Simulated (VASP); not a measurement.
# AlN (P6_3/mmc) in VASP: notebook

AlN is run at these levels: LDA; tasks: single point.

All numbers are computed with VASP 6.6.1; they aren't measurements. Logs are shortened: lines on timing, memory, paths and dates and some standing lists are left out, and cuts for length are marked.

### 1 The cell of the first run

The structure is hexagonal, space group P6_3/mmc (No. 194). The conventional cell has a = 3.245 Å, b = 3.245 Å, c = 4.102 Å, α = 90.00°, β = 90.00°, γ = 120.00°. Al (site symmetry -6m2) has 5 N at 1.87 to 2.05 Å within 2.5 Å. Within 2.5 Å of N (site symmetry -6m2) lie 5 Al at 1.87 to 2.05 Å.

### 2 Single point, LDA

Contents of INCAR:

```
  PREC = Accurate
  ENCUT = 520
  EDIFF = 1E-7
  ISMEAR = -1
  SIGMA = 0.05
  LREAL = False
  LASPH = True
  NELM = 60
  ALGO = Normal
  ISIF = 2
  LWAVE = False
  LCHARG = False
  NBANDS = 16
```

Contents of KPOINTS:

```
Automatic mesh
0
Gamma
  9 9 7
```

Contents of POSCAR:

```
AlN
1.0
    3.2445025711      0.0000000000      0.0000000000
   -1.6222512856      2.8098216493      0.0000000000
    0.0000000000      0.0000000000      4.1020785442
Al N
2 2
Direct
    0.6666666667      0.3333333333      0.2500000000
    0.3333333333      0.6666666667      0.7500000000
    0.6666666667      0.3333333333      0.7500000000
    0.3333333333      0.6666666667      0.2500000000
```

Potentials or basis: VASP PAW LDA potentials, release 64 (Al, N).

Started as:

```
cat potpaw_LDA.64/Al/POTCAR potpaw_LDA.64/N/POTCAR > POTCAR
mpirun -np 1 vasp_std > vasp.out
```

OUTCAR:

```text
PREC = Accurate
   ENCUT = 520
   EDIFF = 1E-7
   ISMEAR = -1
   LREAL = False
   LASPH = True
   NELM = 60
   ISIF = 2

 ion  position               nearest neighbor table
   1  0.667  0.333  0.250-   4 1.87   4 1.87   4 1.87   3 2.05   3 2.05   2 2.78   2 2.78   2 2.78
                             2 2.78   2 2.78   2 2.78
   2  0.333  0.667  0.750-   3 1.87   3 1.87   3 1.87   4 2.05   4 2.05   1 2.78   1 2.78   1 2.78
                             1 2.78   1 2.78   1 2.78
   3  0.667  0.333  0.750-   2 1.87   2 1.87   2 1.87   1 2.05   1 2.05
   4  0.333  0.667  0.250-   1 1.87   1 1.87   1 1.87   2 2.05   2 2.05

  LATTYP: Found a hexagonal cell.
 ALAT       =     3.2445025711
 C/A-ratio  =     1.2643166261

  Lattice vectors:

 A1 = (   3.2445025711,   0.0000000000,   0.0000000000)
 A2 = (  -1.6222512856,   2.8098216493,   0.0000000000)
 A3 = (   0.0000000000,   0.0000000000,   4.1020785442)

Analysis of symmetry for initial positions (statically):
=====================================================================
 Subroutine PRICEL returns:
 Original cell was already a primitive cell.

 Routine SETGRP: Setting up the symmetry group for a
 hexagonal supercell.

 Subroutine GETGRP returns: Found 24 space group operations
 (whereof 12 operations were pure point group operations)
 out of a pool of 24 trial point group operations.

The static configuration has the point symmetry D_3d.
 The point group associated with its full space group is D_6h.

Analysis of symmetry for dynamics (positions and initial velocities):
=====================================================================
 Subroutine PRICEL returns:
 Original cell was already a primitive cell.

 Routine SETGRP: Setting up the symmetry group for a
 hexagonal supercell.

 Subroutine GETGRP returns: Found 24 space group operations
 (whereof 12 operations were pure point group operations)
 out of a pool of 24 trial point group operations.

The dynamic configuration has the point symmetry D_3d.
 The point group associated with its full space group is D_6h.

 Subroutine INISYM returns: Found 24 space group operations
 (whereof 12 operations are pure point group operations),
 and found     1 'primitive' translations

----------------------------------------------------------------------------------------

                                     Primitive cell

  volume of cell :      37.3965

  direct lattice vectors                    reciprocal lattice vectors
     3.244502571  0.000000000  0.000000000     0.308213656  0.177947237  0.000000000
    -1.622251286  2.809821649  0.000000000     0.000000000  0.355894475  0.000000000
     0.000000000  0.000000000  4.102078544     0.000000000  0.000000000  0.243778852

  length of vectors
     3.244502571  3.244502571  4.102078544     0.355894475  0.355894475  0.243778852

  position of ions in fractional coordinates (direct lattice)
     0.666666667  0.333333333  0.250000000
     0.333333333  0.666666667  0.750000000
     0.666666667  0.333333333  0.750000000
     0.333333333  0.666666667  0.250000000

  ion indices of the primitive-cell ions
   primitive index   ion index
                 1           1
                 2           2
                 3           3
                 4           4

----------------------------------------------------------------------------------------

 KPOINTS: Automatic mesh

Automatic generation of k-mesh.
 Grid dimensions read from file:
 generate k-points for:    9    9    7

 Generating k-lattice:

  Cartesian coordinates                     Fractional coordinates (reciprocal lattice)
     0.034245962  0.019771915  0.000000000     0.111111111  0.000000000  0.000000000
     0.000000000  0.039543831  0.000000000     0.000000000  0.111111111  0.000000000
     0.000000000  0.000000000  0.034825550     0.000000000  0.000000000  0.142857143

  Length of vectors
     0.039543831  0.039543831  0.034825550

  Shift w.r.t. Gamma in fractional coordinates (k-lattice)
     0.000000000  0.000000000  0.000000000

 Subroutine IBZKPT returns following result:
 ===========================================

 Found     48 irreducible k-points:

 Following reciprocal coordinates:
            Coordinates               Weight
  0.000000  0.000000  0.000000      1.000000
  0.111111  0.000000  0.000000      6.000000
  0.222222 -0.000000  0.000000      6.000000
  0.333333  0.000000  0.000000      6.000000
  0.444444 -0.000000  0.000000      6.000000
  0.111111  0.111111  0.000000      6.000000
[... 16 lines left out ...]
  0.333333  0.222222  0.142857     24.000000
  0.333333  0.333333  0.142857      4.000000
 [... further k-points ...]
   k-points           NKPTS =     48   k-points in BZ     NKDIM =     48   number of bands    NBANDS=     16
   number of dos      NEDOS =    301   number of ions     NIONS =      4
   total plane-waves  NPLWV =  18432
   dimension x,y,z NGX =    24 NGY =   24 NGZ =   32
   dimension x,y,z NGXF=    48 NGYF=   48 NGZF=   64
   ions per type =               2   2
   NGX,Y,Z   is equivalent  to a cutoff of  12.30, 12.30, 12.97 a.u.
   NGXF,Y,Z  is equivalent  to a cutoff of  24.59, 24.59, 25.94 a.u.
 SYSTEM =  unknown system
   PREC   = accura    normal or accurate (medium, high low for compatibility)
   ISTART =      0    job   : 0-new  1-cont  2-samecut
   ICHARG =      2    charge: 1-file 2-atom 10-const
   ISPIN  =      1    spin polarized calculation?
   LNONCOLLINEAR =      F non collinear calculations
   LSORBIT =      F    spin-orbit coupling
   LASPH  =      T    aspherical Exc in radial PAW
   ENCUT  =  520.0 eV  38.22 Ry    6.18 a.u.   6.03  6.03  7.63*2*pi/ulx,y,z
   NELM   =     60;   NELMIN=  2; NELMDL= -5     # of ELM steps
   EDIFF  = 0.1E-06   stopping-criterion for ELM
   LREAL  =      F    real-space projection
   EDIFFG = 0.1E-05   stopping-criterion for IOM
   NSW    =      0    number of steps for IOM
   IBRION =     -1    ionic relax: 0-MD 1-quasi-New 2-CG
   NFREE  =      0    steps in history (QN), initial steepest desc. (CG)
   ISIF   =      2    stress and relaxation
   ISYM   =      2    0-nonsym 1-usesym 2-fastsym
   POTIM  = 0.5000    time-step for ionic-motion
   TEBEG  =    0.0;   TEEND  =   0.0 temperature during run
   PSTRESS=    0.0 pullay stress
   NELECT =      16.0000    total number of electrons
   NUPDOWN=      -1.0000    fix difference up-down
   EMIN   =  10.00;   EMAX   =-10.00  energy-range for DOS
   EFERMI =   0.00;   METHOD = LEGACY
   ISMEAR =    -1;   SIGMA  =   0.05  broadening in eV -4-tet -1-fermi 0-gaus
   EFERMI_NEDOS =   21; number of points for ismear=-14 and -15
   IALGO  =     38    algorithm
   IMIX   =      4    mixing-type and parameters
     AMIX     =   0.40;   BMIX     =  1.00
     AMIX_MAG =   1.60;   BMIX_MAG =  1.00
  volume/ion in A,a.u.               =       9.35        63.09
  Fermi-wavevector in a.u.,A,eV,Ry     =   1.233591  2.331149 20.704623  1.521747
  Thomas-Fermi vector in A             =   2.368315
   LORBIT       =      0    0 simple, 1 ext, 2 COOP (PROOUT), +10 PAW based schemes
   GGA     = CA    functional components
   LHFCALC =     F    Hartree Fock is set to
   AEXX    =    0.0000 exact exchange contribution
   IVDW    =     0    specifies the selected vdW correction
   LEPSILON=     F    determine dielectric tensor
   LRPA    =     F    only Hartree local field effects (RPA)
 non-spin polarized calculation
  energy-cutoff  :      520.00
  volume of cell :       37.40
 maximum number of plane-waves:      1026
   NGX = 13   NGY = 13   NGZ = 15

 number of electron      15.9999997 magnetization

 Free energy of the ion-electron system (eV)
  ---------------------------------------------------
  ext. energy  EPLUGINS =         0.00000000
  ---------------------------------------------------
  free energy    TOTEN  =       -32.46625582 eV

  energy without entropy =      -32.46625582  energy(sigma->0) =      -32.46625582

 E-fermi :   9.3568     XC(G=0): -11.7637

 val. band max:        8.4025391673   @ k =   0.0000   0.0000   0.0000
 cond. band min:      12.1493148291   @ k =   0.0000   0.0000   0.0000
 fundamental gap:      3.7467756618
 Fermi energy:         9.3567719421

 k-point     1 :       0.0000    0.0000    0.0000
  band No.  band energies     occupation
      1      -8.7220      2.00000
      2      -4.6785      2.00000
      3       1.1108      2.00000
      4       4.9468      2.00000
      5       4.9468      2.00000
      6       6.6733      2.00000
[... 8 lines left out ...]
     15      20.4190      0.00000
     16      20.4190      0.00000

 k-point     2 :       0.1111    0.0000    0.0000
  band No.  band energies     occupation
      1      -8.5694      2.00000
      2      -4.6724      2.00000
      3       1.2696      2.00000
      4       4.4237      2.00000
      5       4.7341      2.00000
      6       6.1971      2.00000
[... 8 lines left out ...]
     15      19.8108      0.00000
     16      20.3083      0.00000

 k-point     3 :       0.2222   -0.0000    0.0000
  band No.  band energies     occupation
      1      -8.1304      2.00000
      2      -4.7070      2.00000
      3       1.7332      2.00000
      4       3.2951      2.00000
      5       4.3041      2.00000
      6       5.2985      2.00000
[... 8 lines left out ...]
     15      18.8770      0.00000
     16      21.1321      0.00000

 k-point     4 :       0.3333    0.0000    0.0000
  band No.  band energies     occupation
      1      -7.4741      2.00000
      2      -4.9118      2.00000
      3       2.2652      2.00000
      4       2.4481      2.00000
      5       3.9169      2.00000
      6       4.4962      2.00000
[... 8 lines left out ...]
     15      20.0026      0.00000
     16      21.6758      0.00000
[... 324 lines left out ...]
 k-point    22 :       0.2222    0.2222    0.1429
  band No.  band energies     occupation
      1      -7.0074      2.00000
      2      -5.1338      2.00000
      3       1.9633      2.00000
      4       2.1684      2.00000
      5       4.1433      2.00000
      6       4.2392      2.00000
[... 8 lines left out ...]
     15      20.6277      0.00000
     16      21.9148      0.00000

 k-point    23 :       0.3333    0.2222    0.1429
  band No.  band energies     occupation
      1      -6.3849      2.00000
      2      -5.4649      2.00000
      3       1.5106      2.00000
      4       2.4566      2.00000
      5       3.3376      2.00000
      6       4.7883      2.00000
[... 8 lines left out ...]
     15      20.5270      0.00000
     16      22.1203      0.00000

 k-point    24 :       0.3333    0.3333    0.1429
  band No.  band energies     occupation
      1      -5.8678      2.00000
      2      -5.8678      2.00000
      3       1.4089      2.00000
      4       2.7954      2.00000
      5       2.7954      2.00000
      6       5.3164      2.00000
[... 8 lines left out ...]
     15      19.9766      0.00000
     16      21.8046      0.00000

 [... further k-points ...]

------------------------ aborting loop because EDIFF is reached ----------------------------------------

  FORCE on cell =-STRESS in cart. coord.  units (eV):
  Direction    XX          YY          ZZ          XY          YZ          ZX
  --------------------------------------------------------------------------------------
  -------------------------------------------------------------------------------------
  Total        1.5376624      1.5376624      0.7303756     -0.0000000      0.0000000      0.0000000
  in kB       65.8780502     65.8780502     31.2914729     -0.0000000      0.0000000      0.0000000
  external PRESSURE =      54.3491911 kB  Pullay stress =       0.0000000 kB

 VOLUME and BASIS-vectors are now :
 -----------------------------------------------------------------------------
  energy-cutoff  :      520.00
  volume of cell :       37.40
      direct lattice vectors                 reciprocal lattice vectors
     3.244502571  0.000000000  0.000000000     0.308213656  0.177947237  0.000000000
    -1.622251286  2.809821649  0.000000000     0.000000000  0.355894475  0.000000000
     0.000000000  0.000000000  4.102078544     0.000000000  0.000000000  0.243778852

 POSITION                                       TOTAL-FORCE (eV/Angst)
 -----------------------------------------------------------------------------------
      1.62225      0.93661      1.02552        -0.000000      0.000000      0.000000
     -0.00000      1.87321      3.07656        -0.000000      0.000000      0.000000
      1.62225      0.93661      3.07656         0.000000     -0.000000      0.000000
     -0.00000      1.87321      1.02552         0.000000      0.000000      0.000000
 -----------------------------------------------------------------------------------
    total drift:                                0.000000     -0.000000      0.000000

  FREE ENERGIE OF THE ION-ELECTRON SYSTEM (eV)
  ---------------------------------------------------
  free  energy   TOTEN  =       -32.4662558196 eV

  energy  without entropy=      -32.4662558196  energy(sigma->0) =      -32.46625582
```

It took 22 s on 1 thread of AMD EPYC 7R43 (Zen 3), shared host; peak memory 0.11 GiB.

What came out:

| Quantity | Value |
| --- | --- |
| Free energy | -32.4663 eV |
| Pressure | 5.4 GPa |
| Band gap on the k mesh | 3.75 eV, direct |

A k mesh can miss the band edges.

### 3 Single point, LDA

This run uses another cell than the first one, of 9.55 Å³/atom, 1.021 times its volume.

Contents of INCAR:

```
ALGO     = Normal         # electronic algorithm
EDIFF    = 1E-6           # SCF threshold, eV
ENCUT    = 520            # plane-wave cutoff, eV
GGA      = CA             # functional
ISIF     = 2              # what is computed and relaxed
ISMEAR   = -1             # smearing method
LASPH    = True           # aspherical terms in the spheres
LCHARG   = False          # write CHGCAR
LREAL    = False          # projectors in reciprocal space
LWAVE    = False          # write WAVECAR
NBANDS   = 16             # bands
NELM     = 100            # most SCF steps
PREC     = Accurate       # precision mode
SIGMA    = 0.05           # smearing width, eV
```

Contents of KPOINTS:

```
k-points
0
Gamma
  9 9 7
```

Contents of POSCAR:

```
AlN
1.0
    3.2673519336      0.0000000000      0.0000000000
   -1.6336759668      2.8296097776      0.0000000000
    0.0000000000      0.0000000000      4.1309673730
Al N
2 2
Direct
    0.6666666667      0.3333333333      0.2500000000
    0.3333333333      0.6666666667      0.7500000000
    0.6666666667      0.3333333333      0.7500000000
    0.3333333333      0.6666666667      0.2500000000
```

Potentials or basis: VASP PAW LDA potentials, release 64 (Al, N).

Started as:

```
cat potpaw_LDA.64/Al/POTCAR potpaw_LDA.64/N/POTCAR > POTCAR
mpirun -np 1 vasp_std > vasp.out
```

It took 22 s on 1 thread of AMD EPYC 7R43 (Zen 3), shared host; peak memory 0.11 GiB.

It converged, with:

- Free energy: -32.4811 eV
- Pressure: 0.4 GPa
- Band gap on the k mesh: 3.59 eV, direct

Stress tensor (GPa, compression positive):
```
 1.17  0.00  0.00
 0.00  1.17  0.00
 0.00  0.00 -1.20
```

Levels at points of the mesh, in eV from the valence-band top:
| k point | band 5 | band 6 | band 7 | band 8 | band 9 | band 10 | band 11 | band 12 |
| --- | --- | --- | --- | --- | --- | --- | --- | --- |
| (0.00, 0.00, 0.00) | -3.39 | -1.69 | -1.69 | 0.00 | 3.59 | 4.58 | 8.26 | 8.26 |
